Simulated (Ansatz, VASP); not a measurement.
# One calculation of Pd, two programs

The input INCAR:

```
PREC = Accurate ; ENCUT = 600
EDIFF = 1E-6 ; ISMEAR = -1
SIGMA = 0.1 ; LREAL = F
LASPH = T ; NELM = 100
ALGO = Normal ; ISIF = 3
LWAVE = F ; LCHARG = F
GGA = PE ; IBRION = 2
NSW = 60 ; EDIFFG = -0.005
```

File KPOINTS:

```
regular mesh
0
Gamma
  17 17 17
```

POSCAR

```
Pd
1.0
    0.0000000000      1.9734833199      1.9734833199
    1.9734833199      0.0000000000      1.9734833199
    1.9734833199      1.9734833199      0.0000000000
Pd
1
Direct
    0.0000000000      0.0000000000      0.0000000000
```

Input for Ansatz:

```yaml
crystal:
  lattice:
    - [0.0, 1.9734833199, 1.9734833199]
    - [1.9734833199, 0.0, 1.9734833199]
    - [1.9734833199, 1.9734833199, 0.0]
  atoms:
    - { symbol: Pd, position: [0.0, 0.0, 0.0] }
kpoints:
  mp_grid: { grid: [17, 17, 17] }
scf:
  occupations: { method: fermi_dirac, width: 0.1 }
hamiltonian:
  xc: pbe
  pseudopotentials: { kind: paw }
output:
  forces: true
  stress: true
relax:
  f_tol: 0.005
  max_steps: 40
  cell: {}
```

Alike in both runs: task relaxation of cell and atoms; functional PBE; k mesh 17 × 17 × 17; occupations fermi-dirac, width 0.1 eV; no spin polarisation.

```csv
,VASP,Ansatz
version,VASP 6.6.1,Ansatz 0.2.0
potentials or method,"VASP PAW PBE potentials, release 64 (Pd)","PAW with Ansatz's default frozen-core files, scalar-relativistic"
plane-wave cutoff (eV),600,420
valence electrons in the cell,10,18
```

Ansatz gave:

| Property | Result |
| --- | --- |
| relaxed volume (Å³/atom) | 15.36 |
| relaxed length of the cell vector where the two differ most in proportion (Å) | 2.790 |

Problem. Estimate VASP's values.

Solution. Relaxed volume (Å³/atom): 15.33; relaxed length of the cell vector where the two differ most in proportion (Å): 2.788.

VASP's potentials hold 10 valence electrons a cell and Ansatz's 18, so a difference there can come from the potentials and not from the codes.
